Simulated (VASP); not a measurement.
A run of VASP 6.6.1:

The input POSCAR:

```
Sb
1.0
    0.0000000000     -2.3712425200     -2.3712425200
   -2.3712425200      0.0000000000     -2.3712425200
    2.3712425200      2.3712425200     -4.7424850400
Sb
2
Direct
    0.4898204400      0.4577360300      0.5601456900
    0.0101795600      0.0422639700      0.9398543100
```

The input INCAR.step1:

```
PREC = Accurate ; ENCUT = 520
ISMEAR = -1 ; SIGMA = 0.05
LREAL = False ; LASPH = True
NELM = 100 ; NBANDS = 12
GGA = PE ; ALGO = Normal
EDIFF = 1E-4 ; LWAVE = True
LCHARG = False
```

The input INCAR.step2:

```
PREC = Accurate ; ENCUT = 520
EDIFF = 1E-7 ; ISMEAR = -1
SIGMA = 0.05 ; LREAL = False
LASPH = True ; NELM = 100
ALGO = Normal ; ISIF = 2
LWAVE = False ; LCHARG = False
METAGGA = R2SCAN ; LMIXTAU = True
NBANDS = 12 ; ISTART = 1
```

File KPOINTS:

```
regular mesh
0
Gamma
  9 9 5
```

Potentials or basis: VASP PAW PBE potentials, release 64 (Sb).

Run with:

```console
$ cat potpaw_PBE.64/Sb/POTCAR > POTCAR
$ cp INCAR.step1 INCAR
$ mpirun -np 1 vasp_std > vasp.out
$ cp INCAR.step2 INCAR
$ mpirun -np 1 vasp_std > vasp.out
```

Hardware: 1 thread of Intel Xeon 8259CL, with other jobs on the host.

**Question.** How long does it take, and how much memory?

**Answer.** It took 12 min on 1 thread of Intel Xeon 8259CL, with other jobs on the host, peak memory 0.27 GiB. Counts: k points 203.
